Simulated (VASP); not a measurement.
# Cu in VASP: a series of runs

The runs below take Cu through single point, with PBEsol.

All numbers are computed with VASP 6.6.1; they aren't measurements. Logs are shortened: lines on timing, memory, paths and dates and some standing lists are left out, and cuts for length are marked.

## 1. The cell of the first run

The cell holds a wire or tube with vacuum around it, 4 atoms: a = 11.400 Å, b = 9.300 Å, c = 4.535 Å, α = 90.00°, β = 90.00°, γ = 90.00°.

## 2. Single point, PBEsol, collinear spin

The input, INCAR:

```
SYSTEM = Cu
PREC = Accurate ; ENCUT = 520
EDIFF = 1E-6 ; ISMEAR = 0
SIGMA = 0.05 ; LREAL = .False.
LASPH = .True. ; NELM = 150
ALGO = Normal ; ISIF = 2
LWAVE = .False. ; LCHARG = .False.
ISPIN = 2 ; MAGMOM = 0.5 0.5 0.5 0.5
LORBIT = 11 ; LMAXMIX = 4
GGA = PS ; NBANDS = 34
```

The input, KPOINTS:

```
regular mesh
0
Gamma
  1 1 14
  0 0 0
```

The input, POSCAR:

```
Cu
1.0
   11.4000000000      0.0000000000      0.0000000000
    0.0000000000      9.3000000000      0.0000000000
    0.0000000000      0.0000000000      4.5354322170
Cu
4
Direct
    0.3955657055      0.5000000000      0.0000000000
    0.3955657055      0.5000000000      0.5000000000
    0.6044342945      0.5000000000      0.0000000000
    0.6044342945      0.5000000000      0.5000000000
```

Potentials or basis: VASP PAW PBE potentials, release 64 (Cu).

Launch:

```
$ cat potpaw_PBE.64/Cu/POTCAR > POTCAR
$ mpirun -np 1 vasp_std > vasp.out
```

OUTCAR:

```text
SYSTEM = Cu
   PREC = Accurate
   ENCUT = 520
   EDIFF = 1E-6
   ISMEAR = 0
   LREAL = .False.
   LASPH = .True.
   NELM = 150
   ISIF = 2
   ISPIN = 2
   LORBIT = 11
   GGA = PS

 ion  position               nearest neighbor table
   1  0.396  0.500  0.000-   2 2.27   2 2.27   3 2.38
   2  0.396  0.500  0.500-   1 2.27   1 2.27   4 2.38
   3  0.604  0.500  0.000-   4 2.27   4 2.27   1 2.38
   4  0.604  0.500  0.500-   3 2.27   3 2.27   2 2.38

  LATTYP: Found a simple orthorhombic cell.
 ALAT       =     4.5354322170
 B/A-ratio  =     2.0505212194
 C/A-ratio  =     2.5135421399

  Lattice vectors:

 A1 = (   0.0000000000,   0.0000000000,  -4.5354322170)
 A2 = (   0.0000000000,   9.3000000000,   0.0000000000)
 A3 = (  11.4000000000,   0.0000000000,   0.0000000000)

Analysis of symmetry for initial positions (statically):
=====================================================================
 Subroutine PRICEL returns following result:

  LATTYP: Found a simple orthorhombic cell.
 ALAT       =     2.2677161085
 B/A-ratio  =     4.1010424388
 C/A-ratio  =     5.0270842798
[... 12 lines left out ...]
 Subroutine GETGRP returns: Found  8 space group operations
 (whereof  8 operations were pure point group operations)
 out of a pool of  8 trial point group operations.

The static configuration has the point symmetry D_2h.

Analysis of symmetry for dynamics (positions and initial velocities):
=====================================================================
 Subroutine PRICEL returns following result:

  LATTYP: Found a simple orthorhombic cell.
 ALAT       =     2.2677161085
 B/A-ratio  =     4.1010424388
 C/A-ratio  =     5.0270842798
[... 12 lines left out ...]
 Subroutine GETGRP returns: Found  8 space group operations
 (whereof  8 operations were pure point group operations)
 out of a pool of  8 trial point group operations.

The dynamic configuration has the point symmetry D_2h.

Analysis of structural, dynamic, and magnetic symmetry:
=====================================================================
 Subroutine PRICEL returns following result:

  LATTYP: Found a simple orthorhombic cell.
 ALAT       =     2.2677161085
 B/A-ratio  =     4.1010424388
 C/A-ratio  =     5.0270842798
[... 12 lines left out ...]
 Subroutine GETGRP returns: Found  8 space group operations
 (whereof  8 operations were pure point group operations)
 out of a pool of  8 trial point group operations.

The overall configuration has the point symmetry D_2h.

 Subroutine INISYM returns: Found  8 space group operations
 (whereof  8 operations are pure point group operations),
[... 106 lines left out ...]
   AEXX    =    0.0000 exact exchange contribution
   IVDW    =     0    specifies the selected vdW correction
   LEPSILON=     F    determine dielectric tensor
   LRPA    =     F    only Hartree local field effects (RPA)
 spin polarized calculation
 Gauss-broadening in eV      SIGMA  =   0.05
  energy-cutoff  :      520.00
  volume of cell :      480.85
 maximum number of plane-waves:     13001
 NGX is ok and might be reduce to    90
   NGX = 43   NGY = 35   NGZ = 17

 number of electron      44.0000024 magnetization       0.0004508

 number of electron      44.0000024 magnetization      -0.0001059

 Free energy of the ion-electron system (eV)
  ---------------------------------------------------
  ext. energy  EPLUGINS =         0.00000000
  ---------------------------------------------------
  free energy    TOTEN  =        -9.91803304 eV

  energy without entropy =       -9.91532721  energy(sigma->0) =       -9.91668013

 E-fermi :  -3.6458     XC(G=0):  -2.6320

 val. band max:       -3.6980777438   @ k =   0.0000   0.0000   0.2857
 cond. band min:      -3.5936035905   @ k =   0.0000   0.0000   0.2857
 fundamental gap:      0.1044741532
 Fermi energy:        -3.6458274035

 spin component 1

 k-point     1 :       0.0000    0.0000    0.0000
  band No.  band energies     occupation
      1      -8.4123      1.00000
      2      -7.2406      1.00000
      3      -6.7184      1.00000
      4      -6.4977      1.00000
      5      -6.1098      1.00000
      6      -5.8760      1.00000
[... 285 lines left out ...]
     33       3.5622      0.00000
     34       3.5622      0.00000
 Fermi energy:        -3.6458274035

 spin component 2

 k-point     1 :       0.0000    0.0000    0.0000
  band No.  band energies     occupation
      1      -8.4123      1.00000
      2      -7.2406      1.00000
      3      -6.7184      1.00000
      4      -6.4977      1.00000
      5      -6.1098      1.00000
      6      -5.8760      1.00000
[... 285 lines left out ...]
     33       3.6178      0.00000
     34       3.6192      0.00000

------------------------ aborting loop because EDIFF is reached ----------------------------------------

  FORCE on cell =-STRESS in cart. coord.  units (eV):
  Direction    XX          YY          ZZ          XY          YZ          ZX
  --------------------------------------------------------------------------------------
  -------------------------------------------------------------------------------------
  Total       -3.1691174     -0.0442175      2.0774333      0.0000000     -0.0000000      0.0000000
  in kB      -10.5594776     -0.1473323      6.9219935      0.0000000     -0.0000000      0.0000000
  external PRESSURE =      -1.2616055 kB  Pullay stress =       0.0000000 kB

 VOLUME and BASIS-vectors are now :
 -----------------------------------------------------------------------------
  energy-cutoff  :      520.00
  volume of cell :      480.85
      direct lattice vectors                 reciprocal lattice vectors
    11.400000000  0.000000000  0.000000000     0.087719298  0.000000000  0.000000000
     0.000000000  9.300000000  0.000000000     0.000000000  0.107526882  0.000000000
     0.000000000  0.000000000  4.535432217     0.000000000  0.000000000  0.220486153

 POSITION                                       TOTAL-FORCE (eV/Angst)
 -----------------------------------------------------------------------------------
      4.50945      4.65000      0.00000         0.668509      0.000000     -0.000000
      4.50945      4.65000      2.26772         0.668509     -0.000000     -0.000000
      6.89055      4.65000      0.00000        -0.668509     -0.000000      0.000000
      6.89055      4.65000      2.26772        -0.668509     -0.000000     -0.000000
 -----------------------------------------------------------------------------------
    total drift:                                0.000000     -0.000000     -0.000000

  FREE ENERGIE OF THE ION-ELECTRON SYSTEM (eV)
  ---------------------------------------------------
  free  energy   TOTEN  =        -9.9180330382 eV

  energy  without entropy=       -9.9153272132  energy(sigma->0) =       -9.91668013

 total charge

# of ion       s       p       d       tot
------------------------------------------
    1        0.495   0.168   9.262   9.925
    2        0.495   0.168   9.262   9.925
    3        0.495   0.168   9.262   9.925
    4        0.495   0.168   9.262   9.925
--------------------------------------------------
tot          1.979   0.673  37.049  39.701

 magnetization (x)

# of ion       s       p       d       tot
------------------------------------------
    1       -0.000  -0.000  -0.000  -0.000
    2       -0.000  -0.000  -0.000  -0.000
    3       -0.000  -0.000  -0.000  -0.000
    4       -0.000  -0.000  -0.000  -0.000
--------------------------------------------------
tot         -0.000  -0.000  -0.000  -0.000
```

OSZICAR:

```text
N       E                     dE             d eps       ncg     rms          rms(c)
DAV:   1     0.303373665776E+03    0.30337E+03   -0.14322E+04  1088   0.103E+03
DAV:   2    -0.209311403147E+00   -0.30358E+03   -0.27434E+03  1092   0.251E+02
DAV:   3    -0.111442062448E+02   -0.10935E+02   -0.10625E+02  1316   0.778E+01
[... 15 lines left out ...]
DAV:  19    -0.991794346600E+01   -0.19956E-03   -0.33285E-05  1098   0.180E-02    0.189E-03
DAV:  20    -0.991801514040E+01   -0.71674E-04   -0.16177E-05  1094   0.870E-03    0.112E-03
DAV:  21    -0.991801834086E+01   -0.32005E-05   -0.90453E-07   926   0.398E-03    0.883E-04
DAV:  22    -0.991803059533E+01   -0.12254E-04   -0.98358E-07   928   0.379E-03    0.410E-04
DAV:  23    -0.991803206283E+01   -0.14675E-05   -0.10095E-07   844   0.211E-03    0.249E-04
DAV:  24    -0.991803303820E+01   -0.97537E-06   -0.19794E-07   814   0.174E-03
   1 F= -.99180330E+01 E0= -.99166801E+01  d E =-.270583E-02  mag=    -0.0001
```

Run time: 18 min. Hardware: 1 thread of Intel Xeon 8259CL, shared host; peak memory 0.76 GiB.

Results:

```yaml
Free_energy: -9.9180 eV
Largest_force: 0.669 eV/Å
Net_moment: 0.00 μB per cell
Valence_electrons_inside_the_program's_atomic_spheres: Cu 9.93
```

Forces on the atoms (eV/Å):
```
Cu   0.669  0.000  0.000
Cu   0.669  0.000  0.000
Cu  -0.669  0.000  0.000
Cu  -0.669  0.000  0.000
```

Levels at points of the mesh, in eV from the Fermi level:
Spin up:
```csv
k point,band 20,band 21,band 22,band 23,band 24,band 25
"(0.00, 0.00, 0.00)",-0.61,-0.52,-0.36,1.73,2.02,2.63
"(0.00, 0.00, 0.50)",-1.11,-1.05,-1.05,0.93,0.93,4.03
```
Spin down:
```tsv
k point	band 18	band 19	band 20	band 21	band 22	band 23	band 24	band 25	band 26	band 27
(0.00, 0.00, 0.00)	-0.65	-0.61	-0.61	-0.52	-0.36	1.73	2.02	2.63	3.97	4.60
(0.00, 0.00, 0.50)	-1.27	-1.11	-1.11	-1.05	-1.05	0.93	0.93	4.03	4.03	4.39
```

Caveat: the PAW data sets were made with another functional, which shifts forces and pressure a little.

(Part 1 of 2 ends here.)
